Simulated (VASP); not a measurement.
Runs of VASP 6.6.1 on Ge. The structure is that of space group Fd-3m (No. 227), or close to it. The cells are those of the table. 

```csv
task,cell,gap on the mesh (eV),pressure (GPa),relaxed volume (Å³/atom)
relaxation of cell and atoms,"relaxed from a = 4.019 Å, angles 60.0°, 2 atoms",none,0.1,22.88
single point,"a = 4.019 Å, angles 60.0°, 2 atoms",none,(b),-
single point,"a = 4.039 Å, angles 60.0°, 2 atoms",none,(a),-
single point,"a = 3.999 Å, angles 60.0°, 2 atoms",-,0.5,-
relaxation of cell and atoms,"relaxed from a = 4.002 Å, angles 60.0°, 2 atoms",none,0.0,22.90
```

Alike in all rows: level PBEsol; potentials or basis VASP PAW PBE potentials, release 64 (Ge_d); no spin polarisation; k mesh 5 × 5 × 5; cutoff (eV) 500; smearing fermi-dirac 0.02 eV.

**Question.** Fill in the values left out.

**Answer.** (a) -1.5; (b) -0.5.

Caveats: all runs use coarse meshes; the PAW data sets were made with another functional, which shifts forces and pressure a little.

A k mesh can miss the band edges, and the runs leave out spin-orbit coupling on Ge.

A gap of «none» marks levels without a gap at the run's occupations.
